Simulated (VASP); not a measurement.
# KZrN (P-6m2) in VASP: further runs

Runs on KZrN. Level: PBE. Tasks: single point, relaxation of cell and atoms.

All numbers are computed with VASP 6.6.1; they aren't measurements. Logs are shortened: lines on timing, memory, paths and dates and some standing lists are left out, and cuts for length are marked.

**1. The cell of the first run**

Symmetry: P-6m2, No. 187, hexagonal system. Conventional cell: a = 3.641 Å, b = 3.641 Å, c = 6.666 Å, α = 90.00°, β = 90.00°, γ = 120.00°. K (site symmetry -6m2) has 6 K at 3.64 Å and 6 Zr at 3.94 Å and 6 N at 3.94 Å within 4.8 Å. Within 2.8 Å of Zr (site symmetry -6m2) lie 3 N at 2.10 Å. N (site symmetry -6m2) has 3 Zr at 2.10 Å within 2.8 Å.

The cell was generated, and may not be a known phase.

**2. Single point, PBE**

INCAR

```
PREC     = Accurate       # precision mode
ENCUT    = 520            # plane-wave cutoff, eV
EDIFF    = 1E-6           # SCF threshold, eV
ISMEAR   = 0              # smearing method
SIGMA    = 0.1            # smearing width, eV
LREAL    = False          # projectors in reciprocal space
LASPH    = True           # aspherical terms in the spheres
NELM     = 80             # most SCF steps
ALGO     = Normal         # electronic algorithm
ISIF     = 2              # what is computed and relaxed
LWAVE    = False          # write WAVECAR
LCHARG   = True           # write CHGCAR
GGA      = PE             # functional
LELF     = True           # ELF
LVHAR    = True         
NBANDS   = 20             # bands
```

KPOINTS

```
Automatic mesh
0
Gamma
  12 12 8
```

POSCAR

```
KZrN
1.0
    3.6411106893      0.0000000000      0.0000000000
   -1.8205553446      3.1532943549      0.0000000000
    0.0000000000      0.0000000000      6.6658158320
K Zr N
1 1 1
Direct
    0.0000000000      0.0000000000      0.0000000000
    0.3333333333      0.6666666667      0.5000000000
    0.6666666667      0.3333333333      0.5000000000
```

Potentials or basis: VASP PAW PBE potentials, release 64 (K_sv, Zr_sv, N).

Launch:

```bash
cat potpaw_PBE.64/K_sv/POTCAR potpaw_PBE.64/Zr_sv/POTCAR potpaw_PBE.64/N/POTCAR > POTCAR
mpirun -np 1 vasp_std > vasp.out
```

OUTCAR:

```text
PREC = Accurate
   ENCUT = 520
   EDIFF = 1E-6
   ISMEAR = 0
   LREAL = False
   LASPH = True
   NELM = 80
   ISIF = 2
   GGA = PE

 ion  position               nearest neighbor table
   1  0.000  0.000  0.000-
   2  0.333  0.667  0.500-   3 2.10   3 2.10   3 2.10
   3  0.667  0.333  0.500-   2 2.10   2 2.10   2 2.10

  LATTYP: Found a hexagonal cell.
 ALAT       =     3.6411106893
 C/A-ratio  =     1.8307094732

  Lattice vectors:

 A1 = (   3.6411106893,   0.0000000000,   0.0000000000)
 A2 = (  -1.8205553446,   3.1532943549,   0.0000000000)
 A3 = (   0.0000000000,   0.0000000000,   6.6658158320)

Analysis of symmetry for initial positions (statically):
=====================================================================
 Subroutine PRICEL returns:
 Original cell was already a primitive cell.

 Routine SETGRP: Setting up the symmetry group for a
 hexagonal supercell.

 Subroutine GETGRP returns: Found 12 space group operations
 (whereof 12 operations were pure point group operations)
 out of a pool of 24 trial point group operations.

The static configuration has the point symmetry D_3h.

Analysis of symmetry for dynamics (positions and initial velocities):
=====================================================================
 Subroutine PRICEL returns:
 Original cell was already a primitive cell.

 Routine SETGRP: Setting up the symmetry group for a
 hexagonal supercell.

 Subroutine GETGRP returns: Found 12 space group operations
 (whereof 12 operations were pure point group operations)
 out of a pool of 24 trial point group operations.

The dynamic configuration has the point symmetry D_3h.

 Subroutine INISYM returns: Found 12 space group operations
 (whereof 12 operations are pure point group operations),
 and found     1 'primitive' translations

----------------------------------------------------------------------------------------

                                     Primitive cell

  volume of cell :      76.5335

  direct lattice vectors                    reciprocal lattice vectors
     3.641110689  0.000000000  0.000000000     0.274641472  0.158564328  0.000000000
    -1.820555345  3.153294355  0.000000000     0.000000000  0.317128656  0.000000000
     0.000000000  0.000000000  6.665815832     0.000000000  0.000000000  0.150019146

  length of vectors
     3.641110689  3.641110689  6.665815832     0.317128656  0.317128656  0.150019146

[... 81 lines left out ...]
   NELM   =     80;   NELMIN=  2; NELMDL= -5     # of ELM steps
   EDIFF  = 0.1E-05   stopping-criterion for ELM
   LREAL  =      F    real-space projection
   EDIFFG = 0.1E-04   stopping-criterion for IOM
   NSW    =      0    number of steps for IOM
   IBRION =     -1    ionic relax: 0-MD 1-quasi-New 2-CG
   NFREE  =      0    steps in history (QN), initial steepest desc. (CG)
   ISIF   =      2    stress and relaxation
   ISYM   =      2    0-nonsym 1-usesym 2-fastsym
   POTIM  = 0.5000    time-step for ionic-motion
   TEBEG  =    0.0;   TEEND  =   0.0 temperature during run
   PSTRESS=    0.0 pullay stress
   NELECT =      26.0000    total number of electrons
   NUPDOWN=      -1.0000    fix difference up-down
   EMIN   =  10.00;   EMAX   =-10.00  energy-range for DOS
   EFERMI =   0.00;   METHOD = LEGACY
   ISMEAR =     0;   SIGMA  =   0.10  broadening in eV -4-tet -1-fermi 0-gaus
   EFERMI_NEDOS =   21; number of points for ismear=-14 and -15
   IALGO  =     38    algorithm
   IMIX   =      4    mixing-type and parameters
     AMIX     =   0.40;   BMIX     =  1.00
     AMIX_MAG =   1.60;   BMIX_MAG =  1.00
  volume/ion in A,a.u.               =      25.51       172.16
  Fermi-wavevector in a.u.,A,eV,Ry     =   1.142305  2.158643 17.753705  1.304861
  Thomas-Fermi vector in A             =   2.279003
   LORBIT       =      0    0 simple, 1 ext, 2 COOP (PROOUT), +10 PAW based schemes
   GGA     = PE    functional components
   LHFCALC =     F    Hartree Fock is set to
   AEXX    =    0.0000 exact exchange contribution
   IVDW    =     0    specifies the selected vdW correction
   LEPSILON=     F    determine dielectric tensor
   LRPA    =     F    only Hartree local field effects (RPA)
 non-spin polarized calculation
 Gauss-broadening in eV      SIGMA  =   0.10
  energy-cutoff  :      520.00
  volume of cell :       76.53
 maximum number of plane-waves:      2082
 NGX is ok and might be reduce to    28
   NGX = 13   NGY = 13   NGZ = 25

 number of electron      25.9999998 magnetization

 Free energy of the ion-electron system (eV)
  ---------------------------------------------------
  ext. energy  EPLUGINS =         0.00000000
  ---------------------------------------------------
  free energy    TOTEN  =       -19.35524444 eV

  energy without entropy =      -19.34683232  energy(sigma->0) =      -19.35103838

 E-fermi :   3.9761     XC(G=0):  -8.6698

 val. band max:        3.9750319550   @ k =   0.4167   0.1667   0.3750
 cond. band min:       3.9962230095   @ k =   0.3333   0.3333   0.2500
 fundamental gap:      0.0211910546
 Fermi energy:         3.9760665646

 k-point     1 :       0.0000    0.0000    0.0000
  band No.  band energies     occupation
      1     -45.3118      2.00000
      2     -27.9453      2.00000
      3     -23.3781      2.00000
      4     -23.2961      2.00000
      5     -23.2961      2.00000
      6     -11.3960      2.00000
[... 541 lines left out ...]
     19       8.3437      0.00000
     20       8.9295      0.00000

 [... further k-points ...]

------------------------ aborting loop because EDIFF is reached ----------------------------------------

  FORCE on cell =-STRESS in cart. coord.  units (eV):
  Direction    XX          YY          ZZ          XY          YZ          ZX
  --------------------------------------------------------------------------------------
  -------------------------------------------------------------------------------------
  Total        0.0554203      0.0554203     -0.0077683      0.0000000      0.0000000      0.0000000
  in kB        1.1601870      1.1601870     -0.1626245      0.0000000      0.0000000      0.0000000
  external PRESSURE =       0.7192498 kB  Pullay stress =       0.0000000 kB

 VOLUME and BASIS-vectors are now :
 -----------------------------------------------------------------------------
  energy-cutoff  :      520.00
  volume of cell :       76.53
      direct lattice vectors                 reciprocal lattice vectors
     3.641110689  0.000000000  0.000000000     0.274641472  0.158564328  0.000000000
    -1.820555345  3.153294355  0.000000000     0.000000000  0.317128656  0.000000000
     0.000000000  0.000000000  6.665815832     0.000000000  0.000000000  0.150019146

 POSITION                                       TOTAL-FORCE (eV/Angst)
 -----------------------------------------------------------------------------------
      0.00000      0.00000      0.00000        -0.000000      0.000000      0.000000
     -0.00000      2.10220      3.33291        -0.000000     -0.000000      0.000000
      1.82056      1.05110      3.33291         0.000000     -0.000000      0.000000
 -----------------------------------------------------------------------------------
    total drift:                               -0.000000      0.000000     -0.000000

  FREE ENERGIE OF THE ION-ELECTRON SYSTEM (eV)
  ---------------------------------------------------
  free  energy   TOTEN  =       -19.3552444437 eV

  energy  without entropy=      -19.3468323162  energy(sigma->0) =      -19.35103838
```

OSZICAR:

```text
N       E                     dE             d eps       ncg     rms          rms(c)
DAV:   1     0.215151549983E+03    0.21515E+03   -0.13221E+04  3800   0.123E+03
DAV:   2    -0.613591377287E+01   -0.22129E+03   -0.21451E+03  4380   0.344E+02
DAV:   3    -0.234042955543E+02   -0.17268E+02   -0.17097E+02  6216   0.795E+01
DAV:   4    -0.241754880608E+02   -0.77119E+00   -0.76682E+00  5244   0.135E+01
DAV:   5    -0.241932515692E+02   -0.17764E-01   -0.17760E-01  5360   0.186E+00    0.206E+01
DAV:   6    -0.197633496490E+02    0.44299E+01   -0.41529E+01  4484   0.246E+01    0.874E+00
DAV:   7    -0.193787863575E+02    0.38456E+00   -0.30246E+00  4300   0.782E+00    0.609E+00
DAV:   8    -0.193595607224E+02    0.19226E-01   -0.39026E-01  4752   0.355E+00    0.163E+00
DAV:   9    -0.193545488302E+02    0.50119E-02   -0.40364E-02  5388   0.963E-01    0.462E-01
DAV:  10    -0.193551083077E+02   -0.55948E-03   -0.27078E-03  5208   0.350E-01    0.263E-01
DAV:  11    -0.193552102414E+02   -0.10193E-03   -0.66886E-04  5068   0.158E-01    0.415E-02
DAV:  12    -0.193552445512E+02   -0.34310E-04   -0.53277E-05  5044   0.481E-02    0.162E-02
DAV:  13    -0.193552444437E+02    0.10749E-06   -0.55914E-06  4944   0.169E-02
   1 F= -.19355244E+02 E0= -.19351038E+02  d E =-.841213E-02
```

stdout:

```text
POSCAR found type information on POSCAR K ZrN
 POSCAR found :  3 types and       3 ions
 scaLAPACK will be used
 LDA part: xc-table for (Slater+PW92), standard interpolation
 POSCAR, INCAR and KPOINTS ok, starting setup
 FFT: planning ... GRIDC
 FFT: planning ... GRID_SOFT
 FFT: planning ... GRID
 WAVECAR not read
 entering main loop
```

Wall time 3.6 min (1 thread of Intel Xeon 8259CL, shared host); peak memory 0.3 GiB.

Results:

- Free energy: -19.3552 eV
- Pressure: 0.1 GPa
- Band gap on the k mesh: zero (bands 13 and 14 overlap by 0.44 eV)

Stress tensor (GPa, compression positive):
```
 0.12  0.00  0.00
 0.00  0.12  0.00
 0.00  0.00 -0.02
```

**3. Relaxation of cell and atoms, PBE**

This run uses another cell than the first one, of 25.62 Å³/atom.

INCAR

```
PREC = Accurate ; ENCUT = 600
EDIFF = 1E-6 ; ISMEAR = 0
SIGMA = 0.1 ; LREAL = F
LASPH = T ; NELM = 100
ALGO = Normal ; ISIF = 3
LWAVE = F ; LCHARG = F
GGA = PE ; IBRION = 2
NSW = 100 ; EDIFFG = -0.01
```

KPOINTS is that of step 2.

POSCAR

```
KZrN
1.0
    3.6386522068      0.0000000000      0.0000000000
   -1.8193261034      3.1511652466      0.0000000000
    0.0000000000      0.0000000000      6.7038322650
K Zr N
1 1 1
Direct
    0.0000000000      0.0000000000      0.0000000000
    0.3333333333      0.6666666667      0.5000000000
    0.6666666667      0.3333333333      0.5000000000
```

Potentials or basis: VASP PAW PBE potentials, release 64 (K_sv, Zr_sv, N).

Launch:

```bash
cat potpaw_PBE.64/K_sv/POTCAR potpaw_PBE.64/Zr_sv/POTCAR potpaw_PBE.64/N/POTCAR > POTCAR
mpirun -np 1 vasp_std > vasp.out
```

OUTCAR:

```text
PREC = Accurate
   ENCUT = 600
   EDIFF = 1E-6
   ISMEAR = 0
   LREAL = F
   LASPH = T
   NELM = 100
   ISIF = 3
   GGA = PE
   IBRION = 2
   NSW = 100
   EDIFFG = -0.01

 ion  position               nearest neighbor table
   1  0.000  0.000  0.000-
   2  0.333  0.667  0.500-   3 2.10   3 2.10   3 2.10
   3  0.667  0.333  0.500-   2 2.10   2 2.10   2 2.10

  LATTYP: Found a hexagonal cell.
 ALAT       =     3.6386522068
 C/A-ratio  =     1.8423943493

  Lattice vectors:

 A1 = (   3.6386522068,   0.0000000000,   0.0000000000)
 A2 = (  -1.8193261034,   3.1511652466,   0.0000000000)
 A3 = (   0.0000000000,   0.0000000000,   6.7038322650)

Analysis of symmetry for initial positions (statically):
=====================================================================
 Subroutine PRICEL returns:
 Original cell was already a primitive cell.

 Routine SETGRP: Setting up the symmetry group for a
 hexagonal supercell.

 Subroutine GETGRP returns: Found 12 space group operations
 (whereof 12 operations were pure point group operations)
 out of a pool of 24 trial point group operations.

The static configuration has the point symmetry D_3h.

Analysis of symmetry for dynamics (positions and initial velocities):
=====================================================================
 Subroutine PRICEL returns:
 Original cell was already a primitive cell.

 Routine SETGRP: Setting up the symmetry group for a
 hexagonal supercell.

 Subroutine GETGRP returns: Found 12 space group operations
 (whereof 12 operations were pure point group operations)
 out of a pool of 24 trial point group operations.

The dynamic configuration has the point symmetry D_3h.

 Subroutine INISYM returns: Found 12 space group operations
 (whereof 12 operations are pure point group operations),
 and found     1 'primitive' translations
[... 123 lines left out ...]
   LHFCALC =     F    Hartree Fock is set to
   AEXX    =    0.0000 exact exchange contribution
   IVDW    =     0    specifies the selected vdW correction
   LEPSILON=     F    determine dielectric tensor
   LRPA    =     F    only Hartree local field effects (RPA)
 conjugate gradient relaxation of ions
 non-spin polarized calculation
 Gauss-broadening in eV      SIGMA  =   0.10
  energy-cutoff  :      600.00
  volume of cell :       76.87
 maximum number of plane-waves:      2607
 NGX is ok and might be reduce to    30
   NGX = 15   NGY = 15   NGZ = 27

--------------------------------------- Ionic step        1  -------------------------------------------

 number of electron      26.0000000 magnetization

 Free energy of the ion-electron system (eV)
  ---------------------------------------------------
  ext. energy  EPLUGINS =         0.00000000
  ---------------------------------------------------
  free energy    TOTEN  =       -19.35650685 eV

  energy without entropy =      -19.34753863  energy(sigma->0) =      -19.35202274

------------------------ aborting loop because EDIFF is reached ----------------------------------------

  FORCE on cell =-STRESS in cart. coord.  units (eV):
  Direction    XX          YY          ZZ          XY          YZ          ZX
  --------------------------------------------------------------------------------------
  -------------------------------------------------------------------------------------
  Total        0.1069123      0.1069123     -0.1107363      0.0000000      0.0000000     -0.0000000
  in kB        2.2284524      2.2284524     -2.3081596      0.0000000      0.0000000     -0.0000000
  external PRESSURE =       0.7162484 kB  Pullay stress =       0.0000000 kB
[... 135 lines left out ...]
--------------------------------------- Ionic step        5  -------------------------------------------

 number of electron      26.0000000 magnetization

 Free energy of the ion-electron system (eV)
  ---------------------------------------------------
  ext. energy  EPLUGINS =         0.00000000
  ---------------------------------------------------
  free energy    TOTEN  =       -19.35699046 eV

  energy without entropy =      -19.34860875  energy(sigma->0) =      -19.35279960

 E-fermi :   3.9704     XC(G=0):  -8.6663

 val. band max:        3.9690400436   @ k =   0.4167   0.1667   0.3750
 cond. band min:       3.9908191866   @ k =   0.3333   0.3333   0.2500
 fundamental gap:      0.0217791430
 Fermi energy:         3.9704253511

 k-point     1 :       0.0000    0.0000    0.0000
  band No.  band energies     occupation
      1     -45.3218      2.00000
      2     -27.9491      2.00000
      3     -23.3875      2.00000
      4     -23.3063      2.00000
      5     -23.3063      2.00000
      6     -11.4005      2.00000
[... 457 lines left out ...]
      4     -23.3702      2.00000
      5     -23.3602      2.00000
      6     -11.6414      2.00000
[... 9 lines left out ...]
     16       6.4157      0.00000
     17       6.4991      0.00000

 [... further k-points ...]

------------------------ aborting loop because EDIFF is reached ----------------------------------------

  FORCE on cell =-STRESS in cart. coord.  units (eV):
  Direction    XX          YY          ZZ          XY          YZ          ZX
  --------------------------------------------------------------------------------------
  -------------------------------------------------------------------------------------
  Total       -0.0151710     -0.0151710     -0.0187460      0.0000000      0.0000000      0.0000000
  in kB       -0.3173127     -0.3173127     -0.3920873      0.0000000      0.0000000      0.0000000
  external PRESSURE =      -0.3422376 kB  Pullay stress =       0.0000000 kB
[... 18 lines left out ...]
  FREE ENERGIE OF THE ION-ELECTRON SYSTEM (eV)
  ---------------------------------------------------
  free  energy   TOTEN  =       -19.3569904577 eV

  energy  without entropy=      -19.3486087496  energy(sigma->0) =      -19.35279960

 reached required accuracy - stopping structural energy minimisation
```

OSZICAR:

```text
N       E                     dE             d eps       ncg     rms          rms(c)
DAV:   1     0.242801953447E+03    0.24280E+03   -0.14587E+04  3230   0.161E+03
DAV:   2    -0.206930773274E+01   -0.24487E+03   -0.24098E+03  3658   0.413E+02
[... 39 lines left out ...]
DAV:   1    -0.193589563354E+02   -0.20540E-02   -0.64644E-02  3391   0.227E+00    0.276E-01
DAV:   2    -0.193572782508E+02    0.16781E-02   -0.71523E-03  4215   0.552E-01    0.110E-01
DAV:   3    -0.193569872364E+02    0.29101E-03   -0.11351E-03  5371   0.251E-01    0.654E-02
DAV:   4    -0.193569739087E+02    0.13328E-04   -0.13997E-04  5396   0.652E-02    0.433E-02
DAV:   5    -0.193569830444E+02   -0.91357E-05   -0.43546E-05  6143   0.282E-02    0.227E-02
DAV:   6    -0.193569900597E+02   -0.70153E-05   -0.21779E-05  5877   0.239E-02    0.622E-03
DAV:   7    -0.193569904577E+02   -0.39807E-06   -0.12068E-06  2220   0.754E-03
   5 F= -.19356990E+02 E0= -.19352800E+02  d E =-.271228E-03
```

It took 14 min on 1 thread of Intel Xeon 8259CL, shared host; peak memory 0.36 GiB.

What came out:

- Free energy: -19.3570 eV
- Relaxed volume: 25.53 Å³/atom
- Relaxed cell: a = 3.643 Å, b = 3.643 Å, c = 6.665 Å, α = 90.00°, β = 90.00°, γ = 120.00°
- Space group after relaxing (to 0.1 Å): P-6m2 (No. 187)
- Energy gained by relaxing: 0.2 meV/atom
- Ionic steps: 5
- Pressure after relaxing: 0.0 GPa
- Band gap on the k mesh: zero (bands 13 and 14 overlap by 0.43 eV)

The path:
| step | energy change (eV) | largest force (eV/Å) | pressure (GPa) | volume (Å³) |
| --- | --- | --- | --- | --- |
| 1 | 0.0000 | 0.0000 | 0.07 | 76.87 |
| 2 | -0.0002 | 0.0000 | -0.20 | 76.99 |
| 3 | -0.0002 | 0.0000 | -0.14 | 76.96 |
| 4 | -0.0004 | 0.0000 | -0.09 | 76.78 |
| 5 | -0.0005 | 0.0000 | -0.03 | 76.60 |

Final structure:
```xyz
3
Lattice="3.6428 0.0000 0.0000 -1.8214 3.1548 0.0000 0.0000 0.0000 6.6654" Properties=species:S:1:pos:R:3 pbc="T T T"
K     0.0000    0.0000    0.0000
Zr    0.0000    2.1032    3.3327
N     1.8214    1.0516    3.3327
```

The gap in the log of VASP goes by the Fermi energy; the results here count the filled bands.